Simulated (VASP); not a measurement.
A run of VASP 6.6.1 is set up as follows.

INCAR

```
SYSTEM = Si
  ALGO = Normal
  EDIFF = 1E-7
  ENCUT = 520
  GGA = PE
  ISIF = 2
  ISMEAR = 0
  LASPH = .TRUE.
  LCHARG = .FALSE.
  LREAL = Auto
  LWAVE = .FALSE.
  NBANDS = 66
  NELM = 100
  PREC = Accurate
  SIGMA = 0.1
```

Contents of KPOINTS:

```
k-points
0
G
  4 4 5
  0 0 0
```

The input POSCAR:

```
Si
1.0
    8.6065070000     -0.0613710000      0.3593700000
   -0.0535370000      7.9080120000     -0.1306790000
    0.3480840000     -0.0950930000      7.0458220000
Si
24
Direct
    0.0258284631      0.7087594904      0.0902516822
    0.0999727689      0.3237245578      0.7711706050
    0.2018263082      0.8420384411      0.8651704145
    0.3959517850      0.9576929370      0.3920082458
    0.7917002405      0.6094698861      0.6310187676
    0.3242108971      0.3650727659      0.1594128091
    0.5005543920      0.1966698674      0.5777507596
    0.8011364200      0.0887387350      0.0281602868
    0.1439510803      0.5590229501      0.3183060206
    0.5021147088      0.6032674615      0.6779697690
    0.5491944985      0.7460912588      0.2109529327
    0.5367220704      0.4443513231      0.3212264957
    0.2740193785      0.7270446604      0.5540789364
    0.7685928720      0.3630766154      0.1495234625
    0.0751995489      0.0903232935      0.9636293225
    0.0172075736      0.1530415021      0.5161383606
    0.9029341005      0.5112748690      0.9017886215
    0.9125434188      0.4069446662      0.4129890929
    0.6510232527      0.0300982632      0.7671409368
    0.8016815146      0.8596176112      0.2271196275
    0.4718116454      0.8251595389      0.9104870007
    0.2021310191      0.1098198068      0.2519064879
    0.8408976728      0.9065906830      0.5499571663
    0.3621541681      0.3706702681      0.8159872877
```

Potentials or basis: VASP PAW PBE potentials, release 64 (Si).

The run is started by

```console
$ cat potpaw_PBE.64/Si/POTCAR > POTCAR
$ mpirun -np 1 vasp_std > vasp.out
```

**Question.** What does it give for the band gap on the k mesh?

**Answer.** 0.33 eV, indirect (least direct gap 0.57 eV).

**Question.** Estimate the largest force.

**Answer.** 0.128 eV/Å.

**Question.** What does it give for the pressure?

**Answer.** 0.1 GPa.

Forces on the atoms (eV/Å):
```
Si   0.018  0.038  0.034
Si   0.037  0.068 -0.024
Si  -0.011 -0.033  0.021
Si  -0.032 -0.001 -0.010
Si  -0.046  0.058  0.071
Si  -0.003 -0.002  0.009
Si  -0.003  0.017 -0.030
Si   0.028  0.012  0.010
Si   0.014  0.004 -0.006
Si  -0.033  0.086  0.057
Si   0.093  0.076  0.046
Si  -0.036 -0.069 -0.050
Si   0.012 -0.066 -0.008
Si  -0.043 -0.036  0.008
Si  -0.031 -0.021  0.023
Si   0.006  0.033  0.017
Si   0.053 -0.014 -0.062
Si   0.015 -0.046 -0.052
Si  -0.039 -0.025  0.005
Si  -0.045 -0.019 -0.014
Si   0.038 -0.039 -0.028
Si   0.045 -0.008 -0.009
Si   0.005 -0.058  0.000
Si  -0.043  0.045 -0.009
```
